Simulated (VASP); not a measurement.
# HfO3 (P6_3/mmc) in VASP: a series of runs, part 2 of 2

VASP 6.6.1. Earlier steps stand in the parts before.

## Step 5: Single point, PBE

The input, INCAR:

```
PREC = Accurate ; ENCUT = 520
EDIFF = 1E-6 ; ISMEAR = 0
SIGMA = 0.1 ; LREAL = F
LASPH = T ; NELM = 80
ALGO = Normal ; ISIF = 2
LWAVE = F ; LCHARG = T
GGA = PE ; LELF = T
LVHAR = T ; NBANDS = 38
```

The input, KPOINTS:

```
Automatic mesh
0
Gamma
  12 12 10
```

The input, POSCAR:

```
HfO3
1.0
    4.5137116070      0.0000000000      0.0000000000
   -2.2568558035      3.9089889170      0.0000000000
    0.0000000000      0.0000000000      4.2263052409
Hf O
2 6
Direct
    0.3333333333      0.6666666667      0.2500000000
    0.6666666667      0.3333333333      0.7500000000
    0.8242930043      0.6485860087      0.2500000000
    0.1757069957      0.8242930043      0.7500000000
    0.3514139913      0.1757069957      0.2500000000
    0.1757069957      0.3514139913      0.7500000000
    0.8242930043      0.1757069957      0.2500000000
    0.6485860087      0.8242930043      0.7500000000
```

Potentials or basis: VASP PAW PBE potentials, release 64 (Hf_pv, O).

On the command line:

```console
> cat potpaw_PBE.64/Hf_pv/POTCAR potpaw_PBE.64/O/POTCAR > POTCAR
> mpirun -np 1 vasp_std > vasp.out
```

OUTCAR:

```text
PREC = Accurate
   ENCUT = 520
   EDIFF = 1E-6
   ISMEAR = 0
   LREAL = F
   LASPH = T
   NELM = 80
   ISIF = 2
   GGA = PE

 ion  position               nearest neighbor table
   1  0.333  0.667  0.250-   5 2.26   7 2.26   7 2.26   5 2.26   3 2.26   3 2.26   4 2.45   4 2.45
                             6 2.45   6 2.45   8 2.45   8 2.45   2 3.36   2 3.36   2 3.36   2 3.36
   2  0.667  0.333  0.750-   8 2.26   4 2.26   4 2.26   8 2.26   6 2.26   6 2.26   7 2.45   7 2.45
                             3 2.45   3 2.45   5 2.45   5 2.45   1 3.36   1 3.36   1 3.36   1 3.36
   3  0.824  0.649  0.250-   1 2.26   1 2.26   2 2.45   2 2.45
   4  0.176  0.824  0.750-   2 2.26   2 2.26   1 2.45   1 2.45
   5  0.351  0.176  0.250-   1 2.26   1 2.26   2 2.45   2 2.45
   6  0.176  0.351  0.750-   2 2.26   2 2.26   1 2.45   1 2.45
   7  0.824  0.176  0.250-   1 2.26   1 2.26   2 2.45   2 2.45
   8  0.649  0.824  0.750-   2 2.26   2 2.26   1 2.45   1 2.45

  LATTYP: Found a hexagonal cell.
 ALAT       =     4.5137116070
 C/A-ratio  =     0.9363259350

  Lattice vectors:

 A1 = (   4.5137116070,   0.0000000000,   0.0000000000)
 A2 = (  -2.2568558035,   3.9089889170,   0.0000000000)
 A3 = (   0.0000000000,   0.0000000000,   4.2263052409)

[... 198 lines left out ...]
      1     -25.8075      2.00000
      2     -25.7201      2.00000
      3     -25.7201      2.00000
      4     -25.5522      2.00000
      5     -25.5336      2.00000
      6     -25.5336      2.00000
[... 973 lines left out ...]
     37      11.1723      0.00000
     38      11.7621      0.00000

 [... further k-points ...]

------------------------ aborting loop because EDIFF is reached ----------------------------------------

  FORCE on cell =-STRESS in cart. coord.  units (eV):
  Direction    XX          YY          ZZ          XY          YZ          ZX
  --------------------------------------------------------------------------------------
  -------------------------------------------------------------------------------------
  Total       -1.7116823     -1.7116823     -1.2806964      0.0000000     -0.0000000      0.0000000
  in kB      -36.7768595    -36.7768595    -27.5167842      0.0000000     -0.0000000      0.0000000
  external PRESSURE =     -33.6901677 kB  Pullay stress =       0.0000000 kB

 VOLUME and BASIS-vectors are now :
 -----------------------------------------------------------------------------
  energy-cutoff  :      520.00
  volume of cell :       74.57
      direct lattice vectors                 reciprocal lattice vectors
     4.513711607  0.000000000  0.000000000     0.221547163  0.127910314  0.000000000
    -2.256855804  3.908988917  0.000000000     0.000000000  0.255820628  0.000000000
     0.000000000  0.000000000  4.226305241     0.000000000  0.000000000  0.236613293

 POSITION                                       TOTAL-FORCE (eV/Angst)
 -----------------------------------------------------------------------------------
     -0.00000      2.60599      1.05658         0.000000      0.000000      0.000000
      2.25686      1.30300      3.16973        -0.000000      0.000000      0.000000
      2.25686      2.53532      1.05658        -0.000000     -0.044969      0.000000
     -1.06722      3.22215      3.16973         0.038944     -0.022484     -0.000000
      1.18964      0.68684      1.05658         0.038944      0.022484     -0.000000
      0.00000      1.37367      3.16973         0.000000      0.044969     -0.000000
      3.32408      0.68684      1.05658        -0.038944      0.022484      0.000000
      1.06722      3.22215      3.16973        -0.038944     -0.022484     -0.000000
 -----------------------------------------------------------------------------------
    total drift:                               -0.000000      0.000000      0.000000

  FREE ENERGIE OF THE ION-ELECTRON SYSTEM (eV)
  ---------------------------------------------------
  free  energy   TOTEN  =       -63.1513313723 eV

  energy  without entropy=      -63.1338332037  energy(sigma->0) =      -63.14258229
```

OSZICAR:

```text
N       E                     dE             d eps       ncg     rms          rms(c)
DAV:   1     0.314027192000E+03    0.31403E+03   -0.32742E+04  8760   0.150E+03
DAV:   2    -0.532102502431E+02   -0.36724E+03   -0.35569E+03 11058   0.369E+02
DAV:   3    -0.716835224614E+02   -0.18473E+02   -0.18258E+02  9914   0.736E+01
DAV:   4    -0.719013278629E+02   -0.21781E+00   -0.21735E+00 11524   0.849E+00
DAV:   5    -0.719036213062E+02   -0.22934E-02   -0.22930E-02 10318   0.793E-01    0.575E+01
DAV:   6    -0.634486688959E+02    0.84550E+01   -0.26230E+01  9294   0.258E+01    0.469E+01
DAV:   7    -0.631956523109E+02    0.25302E+00   -0.20907E+00 10942   0.761E+00    0.301E+01
DAV:   8    -0.631800920584E+02    0.15560E-01   -0.37030E-01  9534   0.366E+00    0.759E+00
DAV:   9    -0.631522629923E+02    0.27829E-01   -0.10903E-01  9924   0.182E+00    0.235E+00
DAV:  10    -0.631513386415E+02    0.92435E-03   -0.59438E-03 10354   0.445E-01    0.110E-01
DAV:  11    -0.631513472510E+02   -0.86095E-05   -0.45097E-04 10872   0.118E-01    0.241E-01
DAV:  12    -0.631513307589E+02    0.16492E-04   -0.52947E-05 10354   0.371E-02    0.573E-02
DAV:  13    -0.631513310991E+02   -0.34018E-06   -0.10317E-05 10314   0.171E-02    0.152E-02
DAV:  14    -0.631513313723E+02   -0.27319E-06   -0.59395E-07  6172   0.435E-03
   1 F= -.63151331E+02 E0= -.63142582E+02  d E =-.174982E-01
```

stdout:

```text
POSCAR found type information on POSCAR HfO
 POSCAR found :  2 types and       8 ions
 scaLAPACK will be used
 LDA part: xc-table for (Slater+PW92), standard interpolation
 POSCAR, INCAR and KPOINTS ok, starting setup
 FFT: planning ... GRIDC
 FFT: planning ... GRID_SOFT
 FFT: planning ... GRID
 WAVECAR not read
 entering main loop
```

Run time: 6.2 min. Hardware: 1 thread of AMD EPYC 7R13, shared host; peak memory 0.34 GiB.

What came out:

| Property | Result |
| --- | --- |
| Free energy | -63.1513 eV |
| Pressure | -3.4 GPa |
| Largest force | 0.045 eV/Å |
| Band gap on the k mesh | zero (bands 28 and 29 overlap by 1.16 eV) |

Forces in eV/Å, atoms in the order of the input:
```
Hf   0.000  0.000  0.000
Hf   0.000  0.000  0.000
O    0.000 -0.045  0.000
O    0.039 -0.022  0.000
O    0.039  0.022  0.000
O    0.000  0.045  0.000
O   -0.039  0.022  0.000
O   -0.039 -0.022  0.000
```

Caveat: the cell stands under tension; spin-orbit coupling is left out, which moves the levels of the heavy elements.

## Step 6: Summary

```csv
task,cell,k mesh,cutoff (eV),gap on the mesh (eV),pressure (GPa),largest force (eV/Å)
single point,"a = 4.516, b = 4.516, c = 4.218 Å, angles 90.0, 90.0, 120.0°, 8 atoms, atomic positions A",6 × 6 × 4,520,none,-3.3,0.04
single point,"a = 4.976, b = 4.976, c = 3.994 Å, angles 90.0, 90.0, 120.0°, 8 atoms, atomic positions B",6 × 6 × 4,520,none,-27.1,2.36
relaxation of cell and atoms,"relaxed from a = 4.976, b = 4.976, c = 3.994 Å, angles 90.0, 90.0, 120.0°, 8 atoms, atomic positions B",6 × 6 × 4,600,none,-0.5,0.03
single point,"a = 4.514, b = 4.514, c = 4.226 Å, angles 90.0, 90.0, 120.0°, 8 atoms, atomic positions A",12 × 12 × 10,520,none,-3.4,0.04
```

Alike in all rows: level PBE; potentials or basis VASP PAW PBE potentials, release 64 (Hf_pv, O); no spin polarisation; smearing gaussian 0.1 eV.

Caveats: some runs use coarse meshes; spin-orbit coupling is left out, which moves the levels of the heavy elements; forces of over 1 eV/Å act on the atoms, so gaps and moduli don't describe the material at rest (at least some runs); the cell stands under tension (at least some runs).

Total energies depend on the potentials used, so only differences within one code and one set of settings carry meaning.
